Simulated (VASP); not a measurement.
A run of VASP 6.6.1 is set up as follows.

POSCAR

```
GaGe
1.0
    0.0000000000      2.8978440000      2.8978440000
    2.8978440000      0.0000000000      2.8978440000
    2.8978440000      2.8978440000      0.0000000000
Ge Ga
1 1
Direct
    0.0000000000      0.0000000000      0.0000000000
    0.2500000000      0.2500000000      0.2500000000
```

Contents of INCAR.step1:

```
ALGO = Normal
EDIFF = 1E-4
ENCUT = 520
GGA = PE
GGA_COMPAT = F
ISMEAR = -1
LASPH = T
LCHARG = F
LREAL = F
LSORBIT = T
LWAVE = T
MAGMOM = 0 0 0 0 0 0
NBANDS = 39
NELM = 150
PREC = Accurate
SIGMA = 0.05
```

The input INCAR.step2:

```
ALGO = Normal
EDIFF = 1E-6
ENCUT = 520
GGA_COMPAT = F
ISIF = 2
ISMEAR = -1
ISTART = 1
LASPH = T
LCHARG = F
LMIXTAU = T
LORBIT = 11
LORBMOM = T
LREAL = F
LSORBIT = T
LWAVE = F
MAGMOM = 0 0 0 0 0 0
METAGGA = R2SCAN
NBANDS = 39
NELM = 150
PREC = Accurate
SIGMA = 0.05
```

File KPOINTS:

```
k-points
0
Gamma
  6 6 6
```

Potentials or basis: VASP PAW PBE potentials, release 64 (Ge_d, Ga_d).

Command:

```console
$ cat potpaw_PBE.64/Ge_d/POTCAR potpaw_PBE.64/Ga_d/POTCAR > POTCAR
$ cp INCAR.step1 INCAR
$ mpirun -np 1 vasp_ncl > vasp.out
$ cp INCAR.step2 INCAR
$ mpirun -np 1 vasp_ncl > vasp.out
```

Problem. What does it give for the pressure?

Solution. -2.2 GPa.

Problem. Predict the net moment.

Solution. 0.00 μB per cell.

Moments on the atoms (μB; x, y, z):
```
Ge  0.00 0.00 0.00
Ga  0.00 0.00 0.00
```

Caveat: the PAW data sets were made with another functional, which shifts forces and pressure a little.
